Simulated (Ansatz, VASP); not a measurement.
**One calculation of BC7, two programs**

File INCAR:

```
PREC = Accurate
ENCUT = 600
EDIFF = 1E-6
ISMEAR = 0
SIGMA = 0.1
LREAL = Auto
LASPH = T
NELM = 60
ALGO = Normal
ISIF = 3
LWAVE = F
LCHARG = F
GGA = PE
IBRION = 2
NSW = 80
EDIFFG = -0.001
```

KPOINTS

```
regular mesh
0
Gamma
  6 6 4
```

File POSCAR:

```
BC7
1.0
    5.0464964541      0.0000000000      0.0000000000
   -2.5232482270      4.3703941294      0.0000000000
    0.0000000000      0.0000000000      8.6307371746
B C
2 14
Direct
    0.3333333333      0.6666666667      0.0000000000
    0.6666666667      0.3333333333      0.0000000000
    0.8333537449      0.1666462551      0.5000000000
    0.6667074898      0.8333537449      0.5000000000
    0.3333333333      0.6666666667      0.5000000000
    0.8333537449      0.6667074898      0.5000000000
    0.1666462551      0.8333537449      0.5000000000
    0.6666666667      0.3333333333      0.5000000000
    0.3332925102      0.1666462551      0.5000000000
    0.1666462551      0.3332925102      0.5000000000
    0.8404468968      0.6808937936      0.0000000000
    0.6808937936      0.8404468968      0.0000000000
    0.8404468968      0.1595531032      0.0000000000
    0.1595531032      0.3191062064      0.0000000000
    0.3191062064      0.1595531032      0.0000000000
    0.1595531032      0.8404468968      0.0000000000
```

Input for Ansatz:

```yaml
crystal:
  lattice:
    - [5.0464964541, 0.0, 0.0]
    - [-2.523248227, 4.3703941294, 0.0]
    - [0.0, 0.0, 8.6307371746]
  atoms:
    - { symbol: B, position: [0.3333333333, 0.6666666667, 0.0] }
    - { symbol: B, position: [0.6666666667, 0.3333333333, 0.0] }
    - { symbol: C, position: [0.8333537449, 0.1666462551, 0.5] }
    - { symbol: C, position: [0.6667074898, 0.8333537449, 0.5] }
    - { symbol: C, position: [0.3333333333, 0.6666666667, 0.5] }
    - { symbol: C, position: [0.8333537449, 0.6667074898, 0.5] }
    - { symbol: C, position: [0.1666462551, 0.8333537449, 0.5] }
    - { symbol: C, position: [0.6666666667, 0.3333333333, 0.5] }
    - { symbol: C, position: [0.3332925102, 0.1666462551, 0.5] }
    - { symbol: C, position: [0.1666462551, 0.3332925102, 0.5] }
    - { symbol: C, position: [0.8404468968, 0.6808937936, 0.0] }
    - { symbol: C, position: [0.6808937936, 0.8404468968, 0.0] }
    - { symbol: C, position: [0.8404468968, 0.1595531032, 0.0] }
    - { symbol: C, position: [0.1595531032, 0.3191062064, 0.0] }
    - { symbol: C, position: [0.3191062064, 0.1595531032, 0.0] }
    - { symbol: C, position: [0.1595531032, 0.8404468968, 0.0] }
basis:
  ecutwfc: 420
kpoints:
  mp_grid: { grid: [6, 6, 4] }
hamiltonian:
  xc: pbe
scf:
  occupations: { method: gaussian, width: 0.1 }
output:
  forces: true
  stress: true
  eigenvalues: true
relax:
  adjacent_minimum: "off"
  f_tol: 0.001
  max_steps: 60
  cell: { stress_tol: 0.01 }
```

Alike in both runs: task relaxation of cell and atoms; functional PBE; k mesh 6 × 6 × 4; occupations gaussian, width 0.1 eV; no spin polarisation.

|  | VASP | Ansatz |
| --- | --- | --- |
| version | VASP 6.6.1 | Ansatz 0.2.0 |
| potentials or method | VASP PAW PBE potentials, release 64 (B, C), cutoff 600 eV | scalar-relativistic, plane waves, PAW |
| valence electrons in the cell | 62 | 62 |

|  | VASP | Ansatz | Ansatz less VASP |
| --- | --- | --- | --- |
| gap on the k mesh at the Fermi level, each at its own relaxed structure (eV) | none | none | - |
| relaxed volume (Å³/atom) | 11.22 | 12.10 | +0.880 |
| relaxed length of the cell vector where the two differ most in proportion (Å) | 8.139 | 8.778 | +0.6390 |

A gap of «none» marks a metal or a gap that the smearing closes. One of these differences is far larger than is usual between the two programs; its cause wasn't traced.
